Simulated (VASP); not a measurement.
Here is a VASP 6.6.1 calculation.

The input INCAR:

```
SYSTEM = AlN
ALGO     = Normal         ! electronic algorithm
EDIFF    = 1E-6           ! SCF threshold, eV
ENCUT    = 520            ! plane-wave cutoff, eV
GGA      = PE             ! functional
ISIF     = 2              ! what is computed and relaxed
ISMEAR   = -1             ! smearing method
LASPH    = .True.         ! aspherical terms in the spheres
LCHARG   = .False.        ! write CHGCAR
LREAL    = .False.        ! projectors in reciprocal space
LWAVE    = .False.        ! write WAVECAR
NBANDS   = 11             ! bands
NELM     = 100            ! most SCF steps
PREC     = Accurate       ! precision mode
SIGMA    = 0.02           ! smearing width, eV
```

Contents of KPOINTS:

```
k-points
0
Gamma
  10 10 10
  0 0 0
```

Contents of POSCAR:

```
AlN
1.0
    0.0000000000      2.1848764125      2.1630276483
    2.1848764125      0.0000000000      2.1630276483
    2.1848764125      2.1848764125      0.0000000000
Al N
1 1
Direct
    0.0000000000      0.0000000000      0.0000000000
    0.2500000000      0.2500000000      0.2500000000
```

Potentials or basis: VASP PAW PBE potentials, release 64 (Al, N).

Run with:

```console
$ cat potpaw_PBE.64/Al/POTCAR potpaw_PBE.64/N/POTCAR > POTCAR
$ mpirun -np 1 vasp_std > vasp.out
```

(1) What does it give for the band gap on the k mesh?

(2) What does it give for the pressure?

## Answers

(1) 3.26 eV, indirect (least direct gap 4.25 eV).

(2) 6.5 GPa.

Caveat: the cell differs from its parent crystal (uniaxial z strain -1.0%).
